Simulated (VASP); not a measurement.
# BaAs2Ru2 (I4/mmm) in VASP: single point with LDA

Aim: the single point of BaAs2Ru2 with LDA.

All numbers are computed with VASP 6.6.1; they aren't measurements. Logs are shortened: lines on timing, memory, paths and dates and some standing lists are left out, and cuts for length are marked.

**1. The cell of the first run**

It takes space group I4/mmm (No. 139, tetragonal). The conventional cell has a = 4.114 Å, b = 4.114 Å, c = 11.930 Å, α = 90.00°, β = 90.00°, γ = 90.00°. Within 4.5 Å of Ba (site symmetry 4/mmm) lie 10 As at 3.40 to 4.20 Å and 8 Ru at 3.62 Å and 4 Ba at 4.11 Å. As (site symmetry 4mm) has 4 Ru at 2.39 Å within 3.2 Å. Ru (site symmetry -4m2) has 4 As at 2.39 Å and 4 Ru at 2.91 Å within 3.2 Å.

**2. Single point, LDA**

The input, INCAR:

```
PREC = Accurate ; ENCUT = 520
EDIFF = 1E-6 ; ISMEAR = 0
SIGMA = 0.1 ; LREAL = False
LASPH = True ; NELM = 100
ALGO = Fast ; ISIF = 2
LWAVE = False ; LCHARG = False
NBANDS = 32
```

The input, KPOINTS:

```
regular mesh
0
Gamma
  12 12 12
```

The input, POSCAR:

```
BaAs2Ru2
1.0
   -2.0568622984      2.0568622984      5.9648087614
    2.0568622984     -2.0568622984      5.9648087614
    2.0568622984      2.0568622984     -5.9648087614
Ba As Ru
1 2 2
Direct
    0.0000000000      0.0000000000      0.0000000000
    0.6475310354      0.6475310354      0.0000000000
    0.3524689646      0.3524689646      0.0000000000
    0.7500000000      0.2500000000      0.5000000000
    0.2500000000      0.7500000000      0.5000000000
```

Potentials or basis: VASP PAW LDA potentials, release 64 (Ba_sv, As, Ru_pv).

Command:

```
cat potpaw_LDA.64/Ba_sv/POTCAR potpaw_LDA.64/As/POTCAR potpaw_LDA.64/Ru_pv/POTCAR > POTCAR
mpirun -np 1 vasp_std > vasp.out
```

OUTCAR:

```text
PREC = Accurate
   ENCUT = 520
   EDIFF = 1E-6
   ISMEAR = 0
   LREAL = False
   LASPH = True
   NELM = 100
   ISIF = 2

 ion  position               nearest neighbor table
   1  0.000  0.000  0.000-   2 3.40   2 3.40   2 3.40   3 3.40   2 3.40   3 3.40   3 3.40   3 3.40
                             4 3.62   5 3.62   5 3.62   4 3.62   4 3.62   4 3.62   5 3.62   5 3.62
   2  0.648  0.648  0.000-   4 2.39   5 2.39   5 2.39   4 2.39   1 3.40   1 3.40   1 3.40   1 3.40

   3  0.352  0.352  0.000-   4 2.39   5 2.39   5 2.39   4 2.39   1 3.40   1 3.40   1 3.40   1 3.40

   4  0.750  0.250  0.500-   2 2.39   3 2.39   3 2.39   2 2.39   5 2.91   5 2.91   5 2.91   5 2.91
                             1 3.62   1 3.62   1 3.62   1 3.62
   5  0.250  0.750  0.500-   2 2.39   3 2.39   3 2.39   2 2.39   4 2.91   4 2.91   4 2.91   4 2.91
                             1 3.62   1 3.62   1 3.62   1 3.62

  LATTYP: Found a body centered tetragonal cell.
 ALAT       =     4.1137245968
 C/A-ratio  =     2.8999553184

  Lattice vectors:

 A1 = (  -2.0568622984,   2.0568622984,   5.9648087614)
 A2 = (   2.0568622984,  -2.0568622984,   5.9648087614)
 A3 = (   2.0568622984,   2.0568622984,  -5.9648087614)

Analysis of symmetry for initial positions (statically):
=====================================================================
 Subroutine PRICEL returns:
 Original cell was already a primitive cell.

 Routine SETGRP: Setting up the symmetry group for a
 body centered tetragonal supercell.

 Subroutine GETGRP returns: Found 16 space group operations
 (whereof 16 operations were pure point group operations)
 out of a pool of 16 trial point group operations.

The static configuration has the point symmetry D_4h.

Analysis of symmetry for dynamics (positions and initial velocities):
=====================================================================
 Subroutine PRICEL returns:
 Original cell was already a primitive cell.

 Routine SETGRP: Setting up the symmetry group for a
 body centered tetragonal supercell.

 Subroutine GETGRP returns: Found 16 space group operations
 (whereof 16 operations were pure point group operations)
 out of a pool of 16 trial point group operations.

The dynamic configuration has the point symmetry D_4h.

 Subroutine INISYM returns: Found 16 space group operations
 (whereof 16 operations are pure point group operations),
 and found     1 'primitive' translations

----------------------------------------------------------------------------------------

                                     Primitive cell

  volume of cell :     100.9408

  direct lattice vectors                    reciprocal lattice vectors
    -2.056862298  2.056862298  5.964808761     0.000000000  0.243088709  0.083824984
     2.056862298 -2.056862298  5.964808761     0.243088709  0.000000000  0.083824984
     2.056862298  2.056862298 -5.964808761     0.243088709  0.243088709  0.000000000

  length of vectors
     6.636287259  6.636287259  6.636287259     0.257135661  0.257135661  0.343779349

  position of ions in fractional coordinates (direct lattice)
     0.000000000  0.000000000  0.000000000
     0.647531035  0.647531035  0.000000000
     0.352468965  0.352468965  0.000000000
     0.750000000  0.250000000  0.500000000
     0.250000000  0.750000000  0.500000000

  ion indices of the primitive-cell ions
   primitive index   ion index
                 1           1
                 2           2
                 3           3
                 4           4
                 5           5

----------------------------------------------------------------------------------------

 KPOINTS: regular mesh

Automatic generation of k-mesh.
 Grid dimensions read from file:
 generate k-points for:   12   12   12

 Generating k-lattice:

  Cartesian coordinates                     Fractional coordinates (reciprocal lattice)
     0.000000000  0.020257392  0.006985415     0.083333333  0.000000000  0.000000000
     0.020257392  0.000000000  0.006985415     0.000000000  0.083333333  0.000000000
     0.020257392  0.020257392  0.000000000     0.000000000  0.000000000  0.083333333

  Length of vectors
     0.021427972  0.021427972  0.028648279

  Shift w.r.t. Gamma in fractional coordinates (k-lattice)
     0.000000000  0.000000000  0.000000000

 Subroutine IBZKPT returns following result:
 ===========================================

 Found    163 irreducible k-points:

 Following reciprocal coordinates:
            Coordinates               Weight
  0.000000  0.000000  0.000000      1.000000
  0.083333  0.000000 -0.000000      8.000000
  0.166667  0.000000  0.000000      8.000000
  0.250000 -0.000000  0.000000      8.000000
  0.333333  0.000000 -0.000000      8.000000
  0.416667  0.000000  0.000000      8.000000
[... 16 lines left out ...]
  0.500000  0.166667  0.000000     16.000000
 -0.416667  0.166667  0.000000     16.000000
 [... further k-points ...]
   k-points           NKPTS =    163   k-points in BZ     NKDIM =    163   number of bands    NBANDS=     32
   number of dos      NEDOS =    301   number of ions     NIONS =      5
   total plane-waves  NPLWV = 125000
   dimension x,y,z NGX =    50 NGY =   50 NGZ =   50
   dimension x,y,z NGXF=   100 NGYF=  100 NGZF=  100
   ions per type =               1   2   2
   NGX,Y,Z   is equivalent  to a cutoff of  12.53, 12.53, 12.53 a.u.
   NGXF,Y,Z  is equivalent  to a cutoff of  25.05, 25.05, 25.05 a.u.
 SYSTEM =  unknown system
   PREC   = accura    normal or accurate (medium, high low for compatibility)
   ISTART =      0    job   : 0-new  1-cont  2-samecut
   ICHARG =      2    charge: 1-file 2-atom 10-const
   ISPIN  =      1    spin polarized calculation?
   LNONCOLLINEAR =      F non collinear calculations
   LSORBIT =      F    spin-orbit coupling
   LASPH  =      T    aspherical Exc in radial PAW
   ENCUT  =  520.0 eV  38.22 Ry    6.18 a.u.  12.34 12.34 12.34*2*pi/ulx,y,z
   NELM   =    100;   NELMIN=  2; NELMDL= -5     # of ELM steps
   EDIFF  = 0.1E-05   stopping-criterion for ELM
   LREAL  =      F    real-space projection
   EDIFFG = 0.1E-04   stopping-criterion for IOM
   NSW    =      0    number of steps for IOM
   IBRION =     -1    ionic relax: 0-MD 1-quasi-New 2-CG
   NFREE  =      0    steps in history (QN), initial steepest desc. (CG)
   ISIF   =      2    stress and relaxation
   ISYM   =      2    0-nonsym 1-usesym 2-fastsym
   POTIM  = 0.5000    time-step for ionic-motion
   TEBEG  =    0.0;   TEEND  =   0.0 temperature during run
   PSTRESS=    0.0 pullay stress
   NELECT =      48.0000    total number of electrons
   NUPDOWN=      -1.0000    fix difference up-down
   EMIN   =  10.00;   EMAX   =-10.00  energy-range for DOS
   EFERMI =   0.00;   METHOD = LEGACY
   ISMEAR =     0;   SIGMA  =   0.10  broadening in eV -4-tet -1-fermi 0-gaus
   EFERMI_NEDOS =   21; number of points for ismear=-14 and -15
   IALGO  =     68    algorithm
   IMIX   =      4    mixing-type and parameters
     AMIX     =   0.40;   BMIX     =  1.00
     AMIX_MAG =   1.60;   BMIX_MAG =  1.00
  volume/ion in A,a.u.               =      20.19       136.24
  Fermi-wavevector in a.u.,A,eV,Ry     =   1.277810  2.414711 22.215569  1.632798
  Thomas-Fermi vector in A             =   2.410388
   LORBIT       =      0    0 simple, 1 ext, 2 COOP (PROOUT), +10 PAW based schemes
   GGA     = CA    functional components
   LHFCALC =     F    Hartree Fock is set to
   AEXX    =    0.0000 exact exchange contribution
   IVDW    =     0    specifies the selected vdW correction
   LEPSILON=     F    determine dielectric tensor
   LRPA    =     F    only Hartree local field effects (RPA)
 non-spin polarized calculation
 RMM-DIIS sequential band-by-band and
 Gauss-broadening in eV      SIGMA  =   0.10
  energy-cutoff  :      520.00
  volume of cell :      100.94
 maximum number of plane-waves:      2750
 NGX is ok and might be reduce to    50
   NGX = 25   NGY = 25   NGZ = 25

 number of electron      48.0000002 magnetization

 Free energy of the ion-electron system (eV)
  ---------------------------------------------------
  ext. energy  EPLUGINS =         0.00000000
  ---------------------------------------------------
  free energy    TOTEN  =       -37.89235380 eV

  energy without entropy =      -37.88448547  energy(sigma->0) =      -37.88841963

 E-fermi :   7.0025     XC(G=0): -11.2839

 val. band max:        6.9975646030   @ k =  -0.3333  -0.3333   0.1667
 cond. band min:       7.0144927925   @ k =  -0.2500  -0.3333   0.2500
 fundamental gap:      0.0169281895
 Fermi energy:         7.0024860442

 k-point     1 :       0.0000    0.0000    0.0000
  band No.  band energies     occupation
      1     -35.3906      2.00000
      2     -35.3906      2.00000
      3     -35.1431      2.00000
      4     -35.1431      2.00000
      5     -35.1031      2.00000
      6     -35.0362      2.00000
[... 24 lines left out ...]
     31      11.6229      0.00000
     32      11.6660      0.00000

 k-point     2 :       0.0833    0.0000   -0.0000
  band No.  band energies     occupation
      1     -35.3871      2.00000
      2     -35.3865      2.00000
      3     -35.1480      2.00000
      4     -35.1474      2.00000
      5     -35.1019      2.00000
      6     -35.0373      2.00000
[... 24 lines left out ...]
     31      11.8602      0.00000
     32      11.9658      0.00000
[... 733 lines left out ...]
     31      11.5518      0.00000
     32      11.9420      0.00000

 k-point    24 :      -0.4167    0.1667    0.0000
  band No.  band energies     occupation
      1     -35.3773      2.00000
      2     -35.3224      2.00000
      3     -35.2237      2.00000
      4     -35.1678      2.00000
      5     -35.0765      2.00000
      6     -35.0615      2.00000
[... 24 lines left out ...]
     31      11.5817      0.00000
     32      12.0727      0.00000

 [... further k-points ...]

------------------------ aborting loop because EDIFF is reached ----------------------------------------

  FORCE on cell =-STRESS in cart. coord.  units (eV):
  Direction    XX          YY          ZZ          XY          YZ          ZX
  --------------------------------------------------------------------------------------
  -------------------------------------------------------------------------------------
  Total        0.7095941      0.7095941      0.6148812      0.0000000     -0.0000000      0.0000000
  in kB       11.2629877     11.2629877      9.7596633      0.0000000     -0.0000000      0.0000000
  external PRESSURE =      10.7618796 kB  Pullay stress =       0.0000000 kB

 VOLUME and BASIS-vectors are now :
 -----------------------------------------------------------------------------
  energy-cutoff  :      520.00
  volume of cell :      100.94
      direct lattice vectors                 reciprocal lattice vectors
    -2.056862298  2.056862298  5.964808761     0.000000000  0.243088709  0.083824984
     2.056862298 -2.056862298  5.964808761     0.243088709  0.000000000  0.083824984
     2.056862298  2.056862298 -5.964808761     0.243088709  0.243088709  0.000000000

 POSITION                                       TOTAL-FORCE (eV/Angst)
 -----------------------------------------------------------------------------------
      0.00000      0.00000      0.00000         0.000000      0.000000     -0.000000
      0.00000      0.00000      7.72480        -0.000000     -0.000000     -0.027049
      0.00000      0.00000      4.20482         0.000000      0.000000      0.027049
      0.00000      2.05686      2.98240         0.000000      0.000000      0.000000
      2.05686      0.00000      2.98240         0.000000      0.000000     -0.000000
 -----------------------------------------------------------------------------------
    total drift:                               -0.000000      0.000000      0.000000

  FREE ENERGIE OF THE ION-ELECTRON SYSTEM (eV)
  ---------------------------------------------------
  free  energy   TOTEN  =       -37.8923537996 eV

  energy  without entropy=      -37.8844854657  energy(sigma->0) =      -37.88841963
```

It took 29 min on 1 thread of Intel Xeon Platinum 8375C at 2.90GHz (Ice Lake), shared host; peak memory 0.65 GiB.

Results:

```
Free energy            : -37.8924 eV
Pressure               : 1.1 GPa
Largest force          : 0.027 eV/Å
Band gap on the k mesh : zero (bands 24 and 25 overlap by 1.23 eV)
```

Forces in eV/Å, atoms in the order of the input:
```
Ba   0.000  0.000  0.000
As   0.000  0.000 -0.027
As   0.000  0.000  0.027
Ru   0.000  0.000  0.000
Ru   0.000  0.000  0.000
```

Levels at points of the mesh, in eV from the Fermi level:
```csv
k point,band 21,band 22,band 23,band 24,band 25,band 26,band 27,band 28
"(0.00, 0.00, 0.00)",-1.11,-0.21,-0.19,-0.19,0.23,1.24,2.55,3.21
"(0.50, 0.00, 0.00)",-1.94,-1.83,-1.28,-1.08,1.12,1.15,2.06,2.84
"(0.50, 0.50, 0.00)",-2.19,-1.15,-0.99,-0.67,-0.66,-0.26,1.49,1.55
"(0.50, 0.50, 0.50)",-0.33,-0.19,0.31,0.31,0.67,1.24,1.66,3.43
```

Caveat: spin-orbit coupling is left out, which moves the levels of the heavy elements.
